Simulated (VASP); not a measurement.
# PbSe (Pnma) in VASP: single point with r2SCAN+D3(BJ)

Aim: the single point of PbSe with r2SCAN+D3(BJ).

Everything below comes from runs of VASP 6.6.1. Logs are shortened: lines on timing, memory, paths and dates and some standing lists are left out, and cuts for length are marked.

## 1. The cell of the first run

It takes space group Pnma (No. 62, orthorhombic). The conventional cell has a = 13.220 Å, b = 4.456 Å, c = 4.415 Å, α = 90.00°, β = 90.00°, γ = 90.00°. Pb (site symmetry m) has 5 Se at 2.88 to 3.27 Å within 3.8 Å. Within 3.8 Å of Se (site symmetry m) lie 5 Pb at 2.88 to 3.27 Å.

## 2. Single point, r2SCAN+D3(BJ)

POSCAR

```
PbSe
1.0
   13.2198180000      0.0000000000      0.0000000000
    0.0000000000      4.4564510000      0.0000000000
    0.0000000000      0.0000000000      4.4151840000
Pb Se
4 4
Direct
    0.8595810000      0.7500000000      0.9102860000
    0.3595810000      0.7500000000      0.5897140000
    0.1404190000      0.2500000000      0.0897140000
    0.6404190000      0.2500000000      0.4102860000
    0.6423060000      0.7500000000      0.9517540000
    0.1423060000      0.7500000000      0.5482460000
    0.3576940000      0.2500000000      0.0482460000
    0.8576940000      0.2500000000      0.4517540000
```

INCAR.step1

```
ALGO     = Normal         # electronic algorithm
EDIFF    = 1E-4           # SCF threshold, eV
ENCUT    = 520            # plane-wave cutoff, eV
GGA      = PE             # functional
ISMEAR   = 0              # smearing method
LASPH    = True           # aspherical terms in the spheres
LCHARG   = False          # write CHGCAR
LREAL    = False          # projectors in reciprocal space
LWAVE    = True           # write WAVECAR
NBANDS   = 50             # bands
NELM     = 100            # most SCF steps
PREC     = Accurate       # precision mode
SIGMA    = 0.01           # smearing width, eV
```

INCAR.step2

```
ALGO     = Normal         # electronic algorithm
EDIFF    = 1E-6           # SCF threshold, eV
ENCUT    = 520            # plane-wave cutoff, eV
ISIF     = 2              # what is computed and relaxed
ISMEAR   = 0              # smearing method
ISTART   = 1            
IVDW     = 12             # dispersion correction
LASPH    = True           # aspherical terms in the spheres
LCHARG   = False          # write CHGCAR
LMIXTAU  = True         
LREAL    = False          # projectors in reciprocal space
LWAVE    = False          # write WAVECAR
METAGGA  = R2SCAN         # meta-GGA
NBANDS   = 50             # bands
NELM     = 100            # most SCF steps
PREC     = Accurate       # precision mode
SIGMA    = 0.01           # smearing width, eV
VDW_A1   = 0.49484001   
VDW_A2   = 5.73083694   
VDW_S6   = 1.0          
VDW_S8   = 0.78981345
```

KPOINTS

```
k-points
0
Gamma
  2 4 4
```

Potentials or basis: VASP PAW PBE potentials, release 64 (Pb_d, Se).

Run with:

```console
cat potpaw_PBE.64/Pb_d/POTCAR potpaw_PBE.64/Se/POTCAR > POTCAR
cp INCAR.step1 INCAR
mpirun -np 1 vasp_std > vasp.out
cp INCAR.step2 INCAR
mpirun -np 1 vasp_std > vasp.out
```

OUTCAR:

```text
EDIFF = 1E-6
   ENCUT = 520
   ISIF = 2
   ISMEAR = 0
   ISTART = 1
   IVDW = 12
   LASPH = True
   LREAL = False
   METAGGA = R2SCAN
   NELM = 100
   PREC = Accurate
 IVDW          = 12

 ion  position               nearest neighbor table
   1  0.860  0.750  0.910-   5 2.88   8 3.01   8 3.01   8 3.27   8 3.27
   2  0.360  0.750  0.590-   6 2.88   7 3.01   7 3.01   7 3.27   7 3.27
   3  0.140  0.250  0.090-   7 2.88   6 3.01   6 3.01   6 3.27   6 3.27
   4  0.640  0.250  0.410-   8 2.88   5 3.01   5 3.01   5 3.27   5 3.27
   5  0.642  0.750  0.952-   1 2.88   4 3.01   4 3.01   4 3.27   4 3.27
   6  0.142  0.750  0.548-   2 2.88   3 3.01   3 3.01   3 3.27   3 3.27
   7  0.358  0.250  0.048-   3 2.88   2 3.01   2 3.01   2 3.27   2 3.27
   8  0.858  0.250  0.452-   4 2.88   1 3.01   1 3.01   1 3.27   1 3.27

  LATTYP: Found a simple orthorhombic cell.
 ALAT       =     4.4151840000
 B/A-ratio  =     1.0093466093
 C/A-ratio  =     2.9941714773

  Lattice vectors:

 A1 = (   0.0000000000,   0.0000000000,  -4.4151840000)
 A2 = (   0.0000000000,   4.4564510000,   0.0000000000)
 A3 = (  13.2198180000,   0.0000000000,   0.0000000000)

Analysis of symmetry for initial positions (statically):
=====================================================================
 Subroutine PRICEL returns:
 Original cell was already a primitive cell.

 Routine SETGRP: Setting up the symmetry group for a
 simple orthorhombic supercell.

 Subroutine GETGRP returns: Found  8 space group operations
 (whereof  2 operations were pure point group operations)
 out of a pool of  8 trial point group operations.

The static configuration has the point symmetry S_2 .
 The point group associated with its full space group is D_2h.

Analysis of symmetry for dynamics (positions and initial velocities):
=====================================================================
 Subroutine PRICEL returns:
 Original cell was already a primitive cell.

 Routine SETGRP: Setting up the symmetry group for a
 simple orthorhombic supercell.

 Subroutine GETGRP returns: Found  8 space group operations
 (whereof  2 operations were pure point group operations)
 out of a pool of  8 trial point group operations.

The dynamic configuration has the point symmetry S_2 .
 The point group associated with its full space group is D_2h.

 Subroutine INISYM returns: Found  8 space group operations
 (whereof  2 operations are pure point group operations),
 and found     1 'primitive' translations

----------------------------------------------------------------------------------------

                                     Primitive cell

  volume of cell :     260.1138

  direct lattice vectors                    reciprocal lattice vectors
    13.219818000  0.000000000  0.000000000     0.075644007  0.000000000  0.000000000
     0.000000000  4.456451000  0.000000000     0.000000000  0.224393806  0.000000000
     0.000000000  0.000000000  4.415184000     0.000000000  0.000000000  0.226491127

  length of vectors
    13.219818000  4.456451000  4.415184000     0.075644007  0.224393806  0.226491127

  position of ions in fractional coordinates (direct lattice)
     0.859581000  0.750000000  0.910286000
     0.359581000  0.750000000  0.589714000
     0.140419000  0.250000000  0.089714000
     0.640419000  0.250000000  0.410286000
     0.642306000  0.750000000  0.951754000
     0.142306000  0.750000000  0.548246000
     0.357694000  0.250000000  0.048246000
     0.857694000  0.250000000  0.451754000

  ion indices of the primitive-cell ions
   primitive index   ion index
                 1           1
                 2           2
                 3           3
                 4           4
                 5           5
                 6           6
                 7           7
                 8           8

----------------------------------------------------------------------------------------

 KPOINTS: k-points

Automatic generation of k-mesh.
 Grid dimensions read from file:
 generate k-points for:    2    4    4

 Generating k-lattice:

  Cartesian coordinates                     Fractional coordinates (reciprocal lattice)
     0.037822003  0.000000000  0.000000000     0.500000000  0.000000000  0.000000000
     0.000000000  0.056098451  0.000000000     0.000000000  0.250000000  0.000000000
     0.000000000  0.000000000  0.056622782     0.000000000  0.000000000  0.250000000

  Length of vectors
     0.037822003  0.056098451  0.056622782

  Shift w.r.t. Gamma in fractional coordinates (k-lattice)
     0.000000000  0.000000000  0.000000000

 Subroutine IBZKPT returns following result:
 ===========================================

 Found     18 irreducible k-points:

 Following reciprocal coordinates:
            Coordinates               Weight
  0.000000  0.000000  0.000000      1.000000
  0.500000  0.000000  0.000000      1.000000
  0.000000  0.250000  0.000000      2.000000
  0.500000  0.250000  0.000000      2.000000
  0.000000  0.500000  0.000000      1.000000
  0.500000  0.500000  0.000000      1.000000
[... 10 lines left out ...]
  0.000000  0.500000  0.500000      1.000000
  0.500000  0.500000  0.500000      1.000000
   k-points           NKPTS =     18   k-points in BZ     NKDIM =     18   number of bands    NBANDS=     50
   number of dos      NEDOS =    301   number of ions     NIONS =      8
   total plane-waves  NPLWV = 127008
   dimension x,y,z NGX =    98 NGY =   36 NGZ =   36
   dimension x,y,z NGXF=   196 NGYF=   72 NGZF=   72
   ions per type =               4   4
   NGX,Y,Z   is equivalent  to a cutoff of  12.32, 13.43, 13.56 a.u.
   NGXF,Y,Z  is equivalent  to a cutoff of  24.65, 26.86, 27.11 a.u.
 SYSTEM =  unknown system
   PREC   = accura    normal or accurate (medium, high low for compatibility)
   ISTART =      1    job   : 0-new  1-cont  2-samecut
   ICHARG =      0    charge: 1-file 2-atom 10-const
   ISPIN  =      1    spin polarized calculation?
   LNONCOLLINEAR =      F non collinear calculations
   LSORBIT =      F    spin-orbit coupling
   LASPH  =      T    aspherical Exc in radial PAW
   ENCUT  =  520.0 eV  38.22 Ry    6.18 a.u.  24.58  8.29  8.21*2*pi/ulx,y,z
   NELM   =    100;   NELMIN=  2; NELMDL=  0     # of ELM steps
   EDIFF  = 0.1E-05   stopping-criterion for ELM
   LREAL  =      F    real-space projection
   EDIFFG = 0.1E-04   stopping-criterion for IOM
   NSW    =      0    number of steps for IOM
   IBRION =     -1    ionic relax: 0-MD 1-quasi-New 2-CG
   NFREE  =      0    steps in history (QN), initial steepest desc. (CG)
   ISIF   =      2    stress and relaxation
   ISYM   =      2    0-nonsym 1-usesym 2-fastsym
   POTIM  = 0.5000    time-step for ionic-motion
   TEBEG  =    0.0;   TEEND  =   0.0 temperature during run
   PSTRESS=    0.0 pullay stress
   NELECT =      80.0000    total number of electrons
   NUPDOWN=      -1.0000    fix difference up-down
   EMIN   =  10.00;   EMAX   =-10.00  energy-range for DOS
   EFERMI =   0.00;   METHOD = LEGACY
   ISMEAR =     0;   SIGMA  =   0.01  broadening in eV -4-tet -1-fermi 0-gaus
   EFERMI_NEDOS =   21; number of points for ismear=-14 and -15
   IALGO  =     38    algorithm
   IMIX   =      4    mixing-type and parameters
     AMIX     =   0.40;   BMIX     =  1.00
     AMIX_MAG =   1.60;   BMIX_MAG =  1.00
  volume/ion in A,a.u.               =      32.51       219.42
  Fermi-wavevector in a.u.,A,eV,Ry     =   1.105054  2.088250 16.614692  1.221145
  Thomas-Fermi vector in A             =   2.241536
   LORBIT       =      0    0 simple, 1 ext, 2 COOP (PROOUT), +10 PAW based schemes
   METAGGA = R2SCAN    functional components
   LHFCALC =     F    Hartree Fock is set to
   AEXX    =    0.0000 exact exchange contribution
   IVDW    =    12    specifies the selected vdW correction
   LEPSILON=     F    determine dielectric tensor
   LRPA    =     F    only Hartree local field effects (RPA)
 non-spin polarized calculation
 Gauss-broadening in eV      SIGMA  =   0.01
  energy-cutoff  :      520.00
  volume of cell :      260.11
 maximum number of plane-waves:      7042
   NGX = 49   NGY = 17   NGZ = 17

 number of electron      79.9999988 magnetization

 Free energy of the ion-electron system (eV)
  ---------------------------------------------------
  ext. energy  EPLUGINS =         0.00000000
  ---------------------------------------------------
  free energy    TOTEN  =      -287.32753071 eV

  energy without entropy =     -287.32753071  energy(sigma->0) =     -287.32753071

 E-fermi :   3.1420     XC(G=0):  -9.3843

 val. band max:        3.0463841179   @ k =   0.0000   0.0000   0.5000
 cond. band min:       4.6249899843   @ k =   0.0000   0.0000   0.2500
 fundamental gap:      1.5786058663
 Fermi energy:         3.1419824291

 k-point     1 :       0.0000    0.0000    0.0000
  band No.  band energies     occupation
      1     -13.8650      2.00000
      2     -13.8617      2.00000
      3     -13.7862      2.00000
      4     -13.7862      2.00000
      5     -13.7792      2.00000
      6     -13.7751      2.00000
[... 42 lines left out ...]
     49       8.5611      0.00000
     50       8.7237      0.00000

 k-point     2 :       0.5000    0.0000    0.0000
  band No.  band energies     occupation
      1     -13.8633      2.00000
      2     -13.8633      2.00000
      3     -13.7868      2.00000
      4     -13.7868      2.00000
      5     -13.7763      2.00000
      6     -13.7763      2.00000
[... 42 lines left out ...]
     49       8.4679      0.00000
     50       8.4679      0.00000

 k-point     3 :       0.0000    0.2500    0.0000
  band No.  band energies     occupation
      1     -13.8422      2.00000
      2     -13.8413      2.00000
      3     -13.7857      2.00000
      4     -13.7840      2.00000
      5     -13.7818      2.00000
      6     -13.7794      2.00000
[... 784 lines left out ...]
     49       9.2475      0.00000
     50       9.2511      0.00000

 k-point    18 :       0.5000    0.5000    0.5000
  band No.  band energies     occupation
      1     -13.8646      2.00000
      2     -13.8646      2.00000
      3     -13.8646      2.00000
      4     -13.8646      2.00000
      5     -13.7732      2.00000
      6     -13.7732      2.00000
[... 42 lines left out ...]
     49       9.3722      0.00000
     50       9.3722      0.00000

------------------------ aborting loop because EDIFF is reached ----------------------------------------

 Edisp (eV)   -1.23476

 E8    (eV) :    -0.4556

  FORCE on cell =-STRESS in cart. coord.  units (eV):
  Direction    XX          YY          ZZ          XY          YZ          ZX
  --------------------------------------------------------------------------------------
  -------------------------------------------------------------------------------------
  Total      -5.47386    -2.40990    -2.22125     0.00000     0.00000     0.00000
  in kB     -33.71634   -14.84384   -13.68182     0.00000     0.00000     0.00000
  external pressure =      -20.75 kB  Pullay stress =        0.00 kB

 VOLUME and BASIS-vectors are now :
 -----------------------------------------------------------------------------
  energy-cutoff  :      520.00
  volume of cell :      260.11
      direct lattice vectors                 reciprocal lattice vectors
    13.219818000  0.000000000  0.000000000     0.075644007  0.000000000  0.000000000
     0.000000000  4.456451000  0.000000000     0.000000000  0.224393806  0.000000000
     0.000000000  0.000000000  4.415184000     0.000000000  0.000000000  0.226491127

 POSITION                                       TOTAL-FORCE (eV/Angst)
 -----------------------------------------------------------------------------------
     11.36350      3.34234      4.01908        -0.118439     -0.000000     -0.062146
      4.75360      3.34234      2.60370        -0.118439     -0.000000      0.062146
      1.85631      1.11411      0.39610         0.118439      0.000000      0.062146
      8.46622      1.11411      1.81149         0.118439      0.000000     -0.062146
      8.49117      3.34234      4.20217         0.204994     -0.000000      0.010681
      1.88126      3.34234      2.42061         0.204994     -0.000000     -0.010681
      4.72865      1.11411      0.21301        -0.204994     -0.000000     -0.010681
     11.33856      1.11411      1.99458        -0.204994      0.000000      0.010681
 -----------------------------------------------------------------------------------
    total drift:                               -0.000000      0.000000      0.000000

  FREE ENERGIE OF THE ION-ELECTRON SYSTEM (eV)
  ---------------------------------------------------
  free  energy   TOTEN  =      -288.5622865120 eV

  energy  without entropy=     -288.5622865120  energy(sigma->0) =     -288.56228651
```

It took 11 min on 1 thread of Intel Xeon Platinum 8488C (Sapphire Rapids), shared host; peak memory 0.47 GiB.

Results:

```yaml
Free_energy: -288.5623 eV
Pressure: -2.1 GPa
Largest_force: 0.205 eV/Å
Band_gap_on_the_k_mesh: 1.58 eV, indirect (least direct gap 1.67 eV)
Dispersion_energy_per_atom: -0.154 eV
```

Forces in eV/Å, atoms in the order of the input:
```
Pb  -0.118  0.000 -0.062
Pb  -0.118  0.000  0.062
Pb   0.118  0.000  0.062
Pb   0.118  0.000 -0.062
Se   0.205  0.000  0.011
Se   0.205  0.000 -0.011
Se  -0.205  0.000 -0.011
Se  -0.205  0.000  0.011
```

Caveat: the PAW data sets were made with another functional, which shifts forces and pressure a little; spin-orbit coupling is left out, which moves the levels of the heavy elements. A k mesh can miss the band edges.
